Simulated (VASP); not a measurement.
# GaSb3: single point with PBEsol+D3(BJ)

GaSb3:

```xyz
4
Lattice="0.0000 3.6335 3.5858 3.6335 0.0000 3.5858 3.6335 3.6335 0.0000" Properties=species:S:1:pos:R:3 pbc="T T T"
Ga    0.0000    0.0000    0.0000
Sb    1.8167    1.8167    1.7929
Sb    5.4502    5.4502    5.3787
Sb    3.6335    3.6335    3.5858
```

```
Program             : VASP 6.6.1
Task                : single point
Functional          : PBEsol
Dispersion          : D3(BJ)
Potentials or basis : VASP PAW PBE potentials, release 64 (Ga_d, Sb)
Cutoff              : 520 eV
k mesh              : 10 × 10 × 10
Occupations         : gaussian, width 0.15 eV
Spin                : no spin polarisation
```

```json
{
  "Pressure": "-1.7 GPa",
  "Band gap on the k mesh": "zero (band 14 reaches 10.06 eV, above the bottom of band 15 at 5.81 eV)",
  "Dispersion energy per atom": "-0.480 eV"
}
```

Stress tensor (GPa, compression positive):
```
-1.95  0.00  0.00
 0.00 -1.95  0.00
 0.00  0.00 -1.28
```

Levels at points of the mesh, in eV from the Fermi level:
| k point | band 12 | band 13 | band 14 | band 15 | band 16 | band 17 |
| --- | --- | --- | --- | --- | --- | --- |
| (0.00, 0.00, 0.00) | -2.70 | -2.63 | -2.63 | -2.59 | -0.87 | -0.87 |
| (0.50, 0.00, 0.00) | -2.92 | -2.87 | -0.13 | 0.20 | 2.18 | 2.31 |
| (0.50, 0.50, 0.00) | 0.95 | 1.19 | 1.19 | 1.28 | 2.06 | 2.06 |
| (0.50, 0.00, 0.50) | 1.04 | 1.12 | 1.36 | 1.43 | 1.98 | 2.22 |

It took 87 s on 1 thread of Intel(R) Xeon(R) 6975P-C (Granite Rapids), with other jobs on the host, peak memory 0.38 GiB.

Caveat: the PAW data sets were made with another functional, which shifts forces and pressure a little; spin-orbit coupling is left out, which moves the levels of the heavy elements; pairwise dispersion overbinds metals, which lowers pressure and volume.
